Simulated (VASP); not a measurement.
# Si62P (a cell with a defect): single point with PBE

The system is Si62P (a cell with a defect).

```
Si P
1.0
    10.86000    0.00000    0.00000
     0.00000   10.86000    0.00000
     0.00000    0.00000   10.86000
Si P
62 1
Direct
  0.49938 0.00053 0.00050
  0.62995 0.12268 0.12289
  0.75161 0.24789 0.99306
  0.87009 0.37329 0.12405
  0.75177 0.99224 0.24743
  0.86960 0.12313 0.37334
  0.00526 0.00762 0.00791
  0.11944 0.14109 0.14103
  0.24720 0.25163 0.00347
  0.38008 0.37413 0.12272
  0.50438 0.50227 0.99740
  0.62355 0.63011 0.12728
  0.75126 0.75000 0.99924
  0.88012 0.87095 0.12428
  0.24716 0.00364 0.25156
  0.37904 0.12387 0.37410
  0.50431 0.24706 0.24699
  0.62405 0.37412 0.37427
  0.74743 0.49949 0.24882
  0.87766 0.61494 0.37773
  0.50354 0.99797 0.50178
  0.62279 0.12705 0.63027
  0.74691 0.24793 0.49951
  0.87758 0.37649 0.61493
  0.75071 0.99921 0.75043
  0.87937 0.12400 0.87191
  0.00023 0.49804 0.00264
  0.12926 0.61270 0.13459
  0.25032 0.74592 0.00295
  0.37105 0.87706 0.12565
  0.99122 0.26897 0.26986
  0.25523 0.47958 0.26119
  0.37245 0.61982 0.37670
  0.49431 0.75143 0.25244
  0.62684 0.87019 0.37553
  0.00002 0.00228 0.49832
  0.12888 0.13440 0.61307
  0.25400 0.26200 0.47988
  0.37202 0.37723 0.61982
  0.50357 0.50227 0.50223
  0.62895 0.62733 0.62750
  0.75586 0.74626 0.49963
  0.87623 0.87569 0.62484
  0.25055 0.00262 0.74566
  0.37096 0.12561 0.87686
  0.49401 0.25272 0.75142
  0.62726 0.37569 0.86975
  0.75641 0.49927 0.74576
  0.87659 0.62433 0.87554
  0.00268 0.74302 0.25311
  0.12487 0.87417 0.37515
  0.11527 0.62124 0.62108
  0.24590 0.74578 0.50034
  0.37339 0.87261 0.62280
  0.00218 0.25224 0.74379
  0.12468 0.37502 0.87403
  0.24567 0.50068 0.74601
  0.37321 0.62314 0.87287
  0.49957 0.75024 0.75037
  0.62430 0.87520 0.87556
  0.00065 0.75275 0.75277
  0.12568 0.87921 0.87908
  0.00753 0.48255 0.48314
```

```
Program                : VASP 6.6.1
Task                   : single point
Functional             : PBE
Potentials or basis    : VASP PAW PBE potentials, release 64 (Si, P)
Cutoff                 : 520 eV
k mesh                 : 1 × 1 × 1
Occupations            : gaussian, width 0.02 eV
Spin                   : no spin polarisation
Dipole correction      : no
Charge                 : -1
Further INCAR settings : LREAL = Auto; ALGO = Normal; EDIFF = 1e-07; NBANDS = 164; NELECT = 254.0
```

```
Largest force : 0.551 eV/Å
```

Forces in eV/Å, atoms in the order of the input:
```
Si   0.007  0.000 -0.003
Si   0.032 -0.005 -0.003
Si   0.004  0.015 -0.020
Si   0.011 -0.030  0.009
Si  -0.001 -0.012  0.019
Si   0.018  0.013 -0.032
Si  -0.004 -0.038 -0.046
Si   0.015 -0.074 -0.071
Si   0.009 -0.021 -0.016
Si  -0.010 -0.020  0.027
Si  -0.017 -0.020  0.022
Si   0.025 -0.019  0.015
Si  -0.008  0.003 -0.001
Si  -0.006 -0.002  0.005
Si   0.011 -0.016 -0.015
Si   0.003  0.000 -0.024
Si   0.029 -0.021 -0.020
Si   0.003  0.001  0.004
Si   0.031 -0.018  0.017
Si  -0.024  0.077  0.049
Si  -0.007  0.016 -0.010
Si   0.039  0.014 -0.022
Si   0.037  0.034 -0.017
Si  -0.021  0.068  0.081
Si  -0.003  0.002 -0.002
Si   0.000  0.007 -0.014
Si   0.003 -0.014  0.011
Si   0.011 -0.032  0.036
Si  -0.014 -0.019  0.000
Si   0.000 -0.016 -0.010
Si   0.096 -0.095 -0.102
Si  -0.018 -0.096  0.064
Si   0.004 -0.032 -0.007
Si  -0.013 -0.029 -0.016
Si  -0.050  0.004 -0.018
Si   0.004  0.018 -0.012
Si   0.014  0.032 -0.041
Si  -0.002  0.055 -0.092
Si   0.009 -0.015 -0.033
Si   0.024  0.007  0.011
Si   0.006  0.018  0.018
Si  -0.055  0.059 -0.005
Si  -0.008  0.021 -0.019
Si  -0.020  0.003 -0.015
Si   0.000 -0.012 -0.011
Si  -0.009 -0.020 -0.028
Si  -0.055 -0.021  0.014
Si  -0.064 -0.009  0.065
Si  -0.015 -0.015  0.027
Si   0.005 -0.003 -0.017
Si  -0.007  0.002 -0.013
Si   0.033 -0.020 -0.013
Si   0.007 -0.001 -0.044
Si  -0.013  0.008  0.005
Si   0.009 -0.003 -0.015
Si  -0.005 -0.013  0.009
Si   0.011 -0.049  0.000
Si  -0.013  0.001  0.007
Si  -0.016  0.000  0.001
Si  -0.009 -0.001 -0.003
Si  -0.050 -0.028 -0.027
Si  -0.012 -0.039 -0.035
P    0.041  0.398  0.379
```

Levels at points of the mesh, in eV from the Fermi level:
| k point | band 123 | band 124 | band 125 | band 126 | band 127 | band 128 | band 129 | band 130 | band 131 | band 132 |
| --- | --- | --- | --- | --- | --- | --- | --- | --- | --- | --- |
| (0.00, 0.00, 0.00) | -1.18 | -0.83 | -0.81 | -0.41 | -0.07 | 0.07 | 0.12 | 0.17 | 0.20 | 0.26 |

It took 7.4 min on 1 thread of Oxide Virtual Turin-like Processor, with other jobs on the host, peak memory 1.1 GiB.

Caveat: the k points lie up to 0.58 Å⁻¹ apart; the cell carries a net charge on a neutralising background, which shifts energy and pressure; the cell is charged against a uniform background, so pressure and absolute levels hang on convention.
